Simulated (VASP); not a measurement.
# Ru: single point with PBE

The system is Ru.

```xyz
1
Lattice="-1.3472 1.3472 1.9053 1.3472 -1.3472 1.9053 1.3472 1.3472 -1.9053" Properties=species:S:1:pos:R:3 pbc="T T T"
Ru    0.0000    0.0000    0.0000
```

This isn't the form of Ru at room conditions, which is hcp.

| Property | Result |
| --- | --- |
| Program | VASP 6.6.1 |
| Task | single point |
| Functional | PBE |
| Potentials or basis | VASP PAW PBE potentials, release 64 (Ru_pv) |
| Cutoff | 520 eV |
| k mesh | 28 × 28 × 28 |
| Occupations | gaussian, width 0.1 eV |
| Spin | no spin polarisation |
| Dipole correction | no |
| Further INCAR settings | ALGO = Fast; EDIFF = 1e-06; NBANDS = 13 |

The pressure is -0.2 GPa and the band gap on the k mesh is zero (bands 7 and 8 overlap by 3.43 eV).

Levels at points of the mesh, in eV from the Fermi level:
```
           k point  band 5  band 6  band 7  band 8  band 9  band 10
(0.00, 0.00, 0.00)   -2.50   -2.50   -2.50   -0.12   -0.12    10.57
(0.50, 0.00, 0.00)   -2.62   -2.62    1.03    1.70    1.70     9.87
(0.50, 0.50, 0.00)   -5.74    1.66    2.20    2.20    3.62    10.57
(0.50, 0.50, 0.50)   -5.74    1.66    2.20    2.20    3.62    10.57
```

Run time: 5.2 min on 1 thread of Intel Xeon 8259CL, with other jobs on the host, peak memory 0.37 GiB.
